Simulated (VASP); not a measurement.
# BaH4 (C2/m) in VASP: settings compared

BaH4 is run at these levels: PBEsol, PBE, r2SCAN; tasks: single point.

Program: VASP 6.6.1. These are calculated values, not measurements. Logs are shortened: lines on timing, memory, paths and dates and some standing lists are left out, and cuts for length are marked.

## Step 1: The cell of the first run

The structure is monoclinic, space group C2/m (No. 12). Conventional cell: a = 7.568 Å, b = 4.564 Å, c = 4.408 Å, α = 90.00°, β = 122.43°, γ = 90.00°. Within 3.6 Å of Ba (site symmetry 2/m) lie 20 H at 2.75 to 3.44 Å. Within 3.4 Å of H (site symmetry m) lie 14 H at 2.17 to 3.30 Å and 4 Ba at 2.75 to 2.76 Å. Within 1.1 Å of H (site symmetry m) lie 1 H at 0.77 Å.

## Step 2: Single point, PBEsol

INCAR reads:

```
SYSTEM = BaH4
  PREC = Accurate
  ENCUT = 520
  EDIFF = 1E-6
  ISMEAR = 0
  SIGMA = 0.02
  LREAL = .FALSE.
  LASPH = .TRUE.
  NELM = 60
  ALGO = Normal
  ISIF = 2
  LWAVE = .FALSE.
  LCHARG = .TRUE.
  GGA = PS
  LELF = .TRUE.
  LVHAR = .TRUE.
  NBANDS = 15
```

KPOINTS reads:

```
regular mesh
0
G
  6 6 6
  0 0 0
```

POSCAR reads:

```
BaH4
1.0
    3.7841377485     -2.2820829433     -0.0011282488
    3.7841377485      2.2820829433     -0.0011282488
   -2.3625183764      0.0000000000      3.7212393235
Ba H
1 4
Direct
    0.0000000000      0.0000000000      0.5000000000
    0.7415912572      0.7415912572      0.7599528174
    0.2584087428      0.2584087428      0.2400471826
    0.5386548712      0.5386548712      0.9685421304
    0.4613451288      0.4613451288      0.0314578696
```

Potentials or basis: VASP PAW PBE potentials, release 64 (Ba_sv, H).

Command:

```console
$ cat potpaw_PBE.64/Ba_sv/POTCAR potpaw_PBE.64/H/POTCAR > POTCAR
$ mpirun -np 1 vasp_std > vasp.out
```

OUTCAR:

```text
SYSTEM = BaH4
   PREC = Accurate
   ENCUT = 520
   EDIFF = 1E-6
   ISMEAR = 0
   LREAL = .FALSE.
   LASPH = .TRUE.
   NELM = 60
   ISIF = 2
   GGA = PS

 ion  position               nearest neighbor table
   1  0.000  0.000  0.500-   2 2.75   3 2.75   2 2.76   2 2.76   3 2.76   3 2.76   3 2.76   2 2.76

   2  0.742  0.742  0.760-   1 2.75   1 2.76   1 2.76   1 2.76
   3  0.258  0.258  0.240-   1 2.75   1 2.76   1 2.76   1 2.76
   4  0.539  0.539  0.969-   5 0.77
   5  0.461  0.461  0.031-   4 0.77

  LATTYP: Found a base centered monoclinic cell.
 ALAT       =     7.5682758334
 B/A-ratio  =     0.6030654785
 C/A-ratio  =     0.5824109874
 COS(beta)  =    -0.5362318081

  Lattice vectors:

 A1 = (   3.7841377485,  -2.2820829433,  -0.0011282488)
 A2 = (   3.7841377485,   2.2820829433,  -0.0011282488)
 A3 = (  -2.3625183764,   0.0000000000,   3.7212393235)

Analysis of symmetry for initial positions (statically):
=====================================================================
 Subroutine PRICEL returns:
 Original cell was already a primitive cell.

 Routine SETGRP: Setting up the symmetry group for a
 base centered monoclinic supercell.

 Subroutine GETGRP returns: Found  4 space group operations
 (whereof  4 operations were pure point group operations)
 out of a pool of  4 trial point group operations.

The static configuration has the point symmetry C_2h.

Analysis of symmetry for dynamics (positions and initial velocities):
=====================================================================
 Subroutine PRICEL returns:
 Original cell was already a primitive cell.

 Routine SETGRP: Setting up the symmetry group for a
 base centered monoclinic supercell.

 Subroutine GETGRP returns: Found  4 space group operations
 (whereof  4 operations were pure point group operations)
 out of a pool of  4 trial point group operations.

The dynamic configuration has the point symmetry C_2h.

 Subroutine INISYM returns: Found  4 space group operations
 (whereof  4 operations are pure point group operations),
 and found     1 'primitive' translations

----------------------------------------------------------------------------------------

                                     Primitive cell

  volume of cell :      64.2590

  direct lattice vectors                    reciprocal lattice vectors
     3.784137749 -2.282082943 -0.001128249     0.132155512 -0.219098084  0.083902109
     3.784137749  2.282082943 -0.001128249     0.132155512  0.219098084  0.083902109
    -2.362518376  0.000000000  3.721239323     0.000080137  0.000000000  0.268778554

  length of vectors
     4.419004677  4.419004677  4.407847001     0.269274235  0.269274235  0.268778566

  position of ions in fractional coordinates (direct lattice)
     0.000000000  0.000000000  0.500000000
     0.741591257  0.741591257  0.759952817
     0.258408743  0.258408743  0.240047183
     0.538654871  0.538654871  0.968542130
     0.461345129  0.461345129  0.031457870

  ion indices of the primitive-cell ions
   primitive index   ion index
                 1           1
                 2           2
                 3           3
                 4           4
                 5           5

----------------------------------------------------------------------------------------

 KPOINTS: regular mesh

Automatic generation of k-mesh.
 Grid dimensions read from file:
 generate k-points for:    6    6    6

 Generating k-lattice:

  Cartesian coordinates                     Fractional coordinates (reciprocal lattice)
     0.022025919 -0.036516347  0.013983685     0.166666667  0.000000000  0.000000000
     0.022025919  0.036516347  0.013983685     0.000000000  0.166666667  0.000000000
     0.000013356  0.000000000  0.044796426     0.000000000  0.000000000  0.166666667

  Length of vectors
     0.044879039  0.044879039  0.044796428

  Shift w.r.t. Gamma in fractional coordinates (k-lattice)
     0.000000000  0.000000000  0.000000000

 Subroutine IBZKPT returns following result:
 ===========================================

 Found     68 irreducible k-points:

 Following reciprocal coordinates:
            Coordinates               Weight
  0.000000  0.000000  0.000000      1.000000
  0.166667  0.000000  0.000000      4.000000
  0.333333 -0.000000  0.000000      4.000000
  0.500000 -0.000000  0.000000      2.000000
  0.166667  0.166667  0.000000      2.000000
  0.333333  0.166667  0.000000      4.000000
[... 16 lines left out ...]
 -0.333333  0.166667  0.166667      4.000000
 -0.166667  0.166667  0.166667      4.000000
 [... further k-points ...]
   k-points           NKPTS =     68   k-points in BZ     NKDIM =     68   number of bands    NBANDS=     15
   number of dos      NEDOS =    301   number of ions     NIONS =      5
   total plane-waves  NPLWV =  46656
   dimension x,y,z NGX =    36 NGY =   36 NGZ =   36
   dimension x,y,z NGXF=    72 NGYF=   72 NGZF=   72
   ions per type =               1   4
   NGX,Y,Z   is equivalent  to a cutoff of  13.54, 13.54, 13.58 a.u.
   NGXF,Y,Z  is equivalent  to a cutoff of  27.09, 27.09, 27.16 a.u.
 SYSTEM =  BaH4
   PREC   = accura    normal or accurate (medium, high low for compatibility)
   ISTART =      0    job   : 0-new  1-cont  2-samecut
   ICHARG =      2    charge: 1-file 2-atom 10-const
   ISPIN  =      1    spin polarized calculation?
   LNONCOLLINEAR =      F non collinear calculations
   LSORBIT =      F    spin-orbit coupling
   LASPH  =      T    aspherical Exc in radial PAW
   ENCUT  =  520.0 eV  38.22 Ry    6.18 a.u.   8.22  8.22  8.20*2*pi/ulx,y,z
   NELM   =     60;   NELMIN=  2; NELMDL= -5     # of ELM steps
   EDIFF  = 0.1E-05   stopping-criterion for ELM
   LREAL  =      F    real-space projection
   EDIFFG = 0.1E-04   stopping-criterion for IOM
   NSW    =      0    number of steps for IOM
   IBRION =     -1    ionic relax: 0-MD 1-quasi-New 2-CG
   NFREE  =      0    steps in history (QN), initial steepest desc. (CG)
   ISIF   =      2    stress and relaxation
   ISYM   =      2    0-nonsym 1-usesym 2-fastsym
   POTIM  = 0.5000    time-step for ionic-motion
   TEBEG  =    0.0;   TEEND  =   0.0 temperature during run
   PSTRESS=    0.0 pullay stress
   NELECT =      14.0000    total number of electrons
   NUPDOWN=      -1.0000    fix difference up-down
   EMIN   =  10.00;   EMAX   =-10.00  energy-range for DOS
   EFERMI =   0.00;   METHOD = LEGACY
   ISMEAR =     0;   SIGMA  =   0.02  broadening in eV -4-tet -1-fermi 0-gaus
   EFERMI_NEDOS =   21; number of points for ismear=-14 and -15
   IALGO  =     38    algorithm
   IMIX   =      4    mixing-type and parameters
     AMIX     =   0.40;   BMIX     =  1.00
     AMIX_MAG =   1.60;   BMIX_MAG =  1.00
  volume/ion in A,a.u.               =      12.85        86.73
  Fermi-wavevector in a.u.,A,eV,Ry     =   0.985083  1.861537 13.202944  0.970389
  Thomas-Fermi vector in A             =   2.116364
   LORBIT       =      0    0 simple, 1 ext, 2 COOP (PROOUT), +10 PAW based schemes
   GGA     = PS    functional components
   LHFCALC =     F    Hartree Fock is set to
   AEXX    =    0.0000 exact exchange contribution
   IVDW    =     0    specifies the selected vdW correction
   LEPSILON=     F    determine dielectric tensor
   LRPA    =     F    only Hartree local field effects (RPA)
 non-spin polarized calculation
 Gauss-broadening in eV      SIGMA  =   0.02
  energy-cutoff  :      520.00
  volume of cell :       64.26
 maximum number of plane-waves:      1747
 NGX is ok and might be reduce to    36
   NGX = 17   NGY = 17   NGZ = 17

 number of electron      14.0000000 magnetization

 Free energy of the ion-electron system (eV)
  ---------------------------------------------------
  ext. energy  EPLUGINS =         0.00000000
  ---------------------------------------------------
  free energy    TOTEN  =       -16.74958968 eV

  energy without entropy =      -16.74958968  energy(sigma->0) =      -16.74958968

 E-fermi :   0.6985     XC(G=0):  -8.6392

 val. band max:        0.5331003172   @ k =   0.0000   0.0000   0.0000
 cond. band min:       2.7817897479   @ k =   0.0000   0.0000   0.5000
 fundamental gap:      2.2486894306
 Fermi energy:         0.6984982779

 k-point     1 :       0.0000    0.0000    0.0000
  band No.  band energies     occupation
      1     -26.3279      2.00000
      2     -11.3170      2.00000
      3     -11.3165      2.00000
      4     -11.2865      2.00000
      5      -7.1336      2.00000
      6      -1.1082      2.00000
      7       0.5331      2.00000
      8       3.4591      0.00000
      9       3.4940      0.00000
     10       3.9209      0.00000
     11       5.4373      0.00000
     12       5.5149      0.00000
     13       6.0114      0.00000
     14       8.3165      0.00000
     15       8.3710      0.00000

 k-point     2 :       0.1667    0.0000    0.0000
  band No.  band energies     occupation
      1     -26.3170      2.00000
      2     -11.5067      2.00000
      3     -11.3289      2.00000
      4     -11.3066      2.00000
      5      -6.8725      2.00000
      6      -1.2138      2.00000
      7      -0.0474      2.00000
      8       3.6120      0.00000
      9       3.7914      0.00000
     10       4.5745      0.00000
     11       4.9473      0.00000
     12       5.0376      0.00000
     13       7.6306      0.00000
     14       9.1870      0.00000
     15       9.5913      0.00000
[... 365 lines left out ...]
      3     -11.5362      2.00000
      4     -11.4190      2.00000
      5      -6.4416      2.00000
      6      -1.1890      2.00000
      7      -0.9637      2.00000
      8       3.5359      0.00000
      9       4.6698      0.00000
     10       5.1782      0.00000
     11       6.7096      0.00000
     12       7.1263      0.00000
     13       7.6262      0.00000
     14       8.5247      0.00000
     15      10.5283      0.00000

 k-point    24 :      -0.1667    0.1667    0.1667
  band No.  band energies     occupation
      1     -26.2952      2.00000
      2     -11.7239      2.00000
      3     -11.4003      2.00000
      4     -11.3976      2.00000
      5      -6.5408      2.00000
      6      -1.2087      2.00000
      7      -0.7697      2.00000
      8       3.7830      0.00000
      9       3.9295      0.00000
     10       4.7689      0.00000
     11       6.0652      0.00000
     12       6.4873      0.00000
     13       7.9706      0.00000
     14       9.0975      0.00000
     15       9.7711      0.00000

 [... further k-points ...]
[... 5 lines left out ...]
  --------------------------------------------------------------------------------------
  -------------------------------------------------------------------------------------
  Total       -0.2557228     -0.5994541     -0.5646096      0.0000000      0.0000000     -0.1167971
  in kB       -6.3759711    -14.9462694    -14.0774859      0.0000000      0.0000000     -2.9121165
  external PRESSURE =     -11.7999088 kB  Pullay stress =       0.0000000 kB

 VOLUME and BASIS-vectors are now :
 -----------------------------------------------------------------------------
  energy-cutoff  :      520.00
  volume of cell :       64.26
      direct lattice vectors                 reciprocal lattice vectors
     3.784137749 -2.282082943 -0.001128249     0.132155512 -0.219098084  0.083902109
     3.784137749  2.282082943 -0.001128249     0.132155512  0.219098084  0.083902109
    -2.362518376  0.000000000  3.721239323     0.000080137  0.000000000  0.268778554

 POSITION                                       TOTAL-FORCE (eV/Angst)
 -----------------------------------------------------------------------------------
     -1.18126      0.00000      1.86062        -0.000000      0.000000      0.000000
      3.81716      0.00000      2.82629        -0.015206      0.000000      0.004877
      1.38859      0.00000      0.89269         0.015206      0.000000     -0.004877
      1.78849      0.00000      3.60296         0.444102      0.000000     -0.147271
      3.41727      0.00000      0.11602        -0.444102      0.000000      0.147271
 -----------------------------------------------------------------------------------
    total drift:                                0.000000     -0.000000      0.000000

  FREE ENERGIE OF THE ION-ELECTRON SYSTEM (eV)
  ---------------------------------------------------
  free  energy   TOTEN  =       -16.7495896842 eV

  energy  without entropy=      -16.7495896842  energy(sigma->0) =      -16.74958968
```

It took 56 s on 1 thread of Intel Xeon Platinum 8259CL at 2.50GHz (Skylake/Cascade Lake), shared host; peak memory 0.24 GiB.

Results:

| Item | Value |
| --- | --- |
| Free energy | -16.7496 eV |
| Pressure | -1.2 GPa |
| Largest force | 0.468 eV/Å |
| Band gap on the k mesh | 2.25 eV (least direct gap 2.67 eV) |

Forces in eV/Å, atoms in the order of the input:
```
Ba   0.000  0.000  0.000
H   -0.015  0.000  0.005
H    0.015  0.000 -0.005
H    0.444  0.000 -0.147
H   -0.444  0.000  0.147
```

Stress tensor (GPa, compression positive):
```
-0.64  0.00 -0.29
 0.00 -1.49  0.00
-0.29  0.00 -1.41
```

Caveat: the PAW data sets were made with another functional, which shifts forces and pressure a little; spin-orbit coupling is left out, which moves the levels of the heavy elements. A k mesh can miss the band edges.

(Continued in part 2 of 2.)
